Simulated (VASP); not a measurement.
Set up this calculation in VASP 6.6.1, as the native input.

```
Task                   : relaxation of cell and atoms
Functional             : PBE
Potentials or basis    : VASP PAW PBE potentials, release 64 (Ga_d, P)
Cutoff                 : 600 eV
k mesh                 : 10 × 10 × 6
Occupations            : gaussian, width 0.1 eV
Spin                   : no spin polarisation
Dipole correction      : no
Further INCAR settings : ALGO = Normal; EDIFF = 1e-06; IBRION = 2; EDIFFG = -0.01; NSW = 100; ISIF = 3
```

The structure of Ga3P lies in POSCAR:

```
Ga3P
1.0
    3.7629496747      0.0000000000      0.0000000000
    0.0000000000      3.7629496747      0.0000000000
    0.0000000000      0.0000000000      6.4169122121
Ga P
3 1
Direct
    0.5000000000      0.0000000000      0.7786727016
    0.0000000000      0.5000000000      0.2213272984
    0.5000000000      0.5000000000      0.5000000000
    0.0000000000      0.0000000000      0.0000000000
```

One way to write it, as run:

INCAR

```
SYSTEM = Ga3P
PREC = Accurate ; ENCUT = 600
EDIFF = 1E-6 ; ISMEAR = 0
SIGMA = 0.1 ; LREAL = .False.
LASPH = .True. ; NELM = 80
ALGO = Normal ; ISIF = 3
LWAVE = .False. ; LCHARG = .False.
GGA = PE ; IBRION = 2
NSW = 100 ; EDIFFG = -0.01
```

KPOINTS

```
regular mesh
0
Gamma
  10 10 6
  0 0 0
```

Potentials or basis: VASP PAW PBE potentials, release 64 (Ga_d, P).

Command:

```console
$ cat potpaw_PBE.64/Ga_d/POTCAR potpaw_PBE.64/P/POTCAR > POTCAR
$ mpirun -np 1 vasp_std > vasp.out
```

It gave:

| Item | Value |
| --- | --- |
| Relaxed volume | 22.55 Å³/atom |
| Relaxed cell | a = 3.727 Å, b = 3.727 Å, c = 6.491 Å, α = 90.00°, β = 90.00°, γ = 90.00° |
| Space group after relaxing (to 0.05 Å) | P-4m2 (No. 115) |
| Energy gained by relaxing | 1.1 meV/atom |
| Ionic steps | 11 |
| Pressure after relaxing | 0.0 GPa |
| Largest force after relaxing | 0.006 eV/Å |
| Band gap on the k mesh | zero (band 22 reaches 5.86 eV, above the bottom of band 23 at 1.98 eV) |

Wall time 17 min on 1 thread of Intel(R) Xeon(R) Platinum 8259CL CPU @ 2.50GHz (Skylake/Cascade Lake), on a shared host, peak memory 0.36 GiB.
